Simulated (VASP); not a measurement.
Wanted: the native input for a VASP 6.6.1 run.

```
Task                   : single point
Functional             : PBE
Potentials or basis    : VASP PAW PBE potentials, release 64 (B, As)
Cutoff                 : 520 eV
k mesh                 : 4 × 4 × 6
Occupations            : gaussian, width 0.1 eV
Spin                   : no spin polarisation
Dipole correction      : no
Further INCAR settings : ALGO = Normal; EDIFF = 1e-07; NBANDS = 18
```

The structure of B3As2 lies in POSCAR:

```
B3As2
1.0
    3.2934355400     -3.5994098400      0.0000000000
    3.2934355400      3.5994098400      0.0000000000
    0.0000000000      0.0000000000      3.6490954800
B As
3 2
Direct
    0.8977120200      0.8977120200      0.0000000000
    0.1022879800      0.1022879800      0.0000000000
    0.5000000000      0.5000000000      0.5000000000
    0.0000000000      0.5000000000      0.0000000000
    0.5000000000      0.0000000000      0.0000000000
```

One way to write it, as run:

INCAR

```
SYSTEM = B3As2
PREC     = Accurate       ! precision mode
ENCUT    = 520            ! plane-wave cutoff, eV
EDIFF    = 1E-7           ! SCF threshold, eV
ISMEAR   = 0              ! smearing method
SIGMA    = 0.1            ! smearing width, eV
LREAL    = .FALSE.        ! projectors in reciprocal space
LASPH    = .TRUE.         ! aspherical terms in the spheres
NELM     = 80             ! most SCF steps
ALGO     = Normal         ! electronic algorithm
ISIF     = 2              ! what is computed and relaxed
LWAVE    = .FALSE.        ! write WAVECAR
LCHARG   = .FALSE.        ! write CHGCAR
GGA      = PE             ! functional
NBANDS   = 18             ! bands
```

KPOINTS

```
Automatic mesh
0
G
  4 4 6
  0 0 0
```

Potentials or basis: VASP PAW PBE potentials, release 64 (B, As).

Command:

```bash
$ cat potpaw_PBE.64/B/POTCAR potpaw_PBE.64/As/POTCAR > POTCAR
$ mpirun -np 1 vasp_std > vasp.out
```

Results of the run:

```yaml
Pressure: -0.4 GPa
Largest_force: 10.619 eV/Å
```

Caveat: forces of over 1 eV/Å act on the atoms, so gaps and moduli don't describe the material at rest.

It took 31 s on 1 thread of AMD EPYC 7R43 64-Core Processor (Zen 3), on a shared host, peak memory 0.16 GiB.
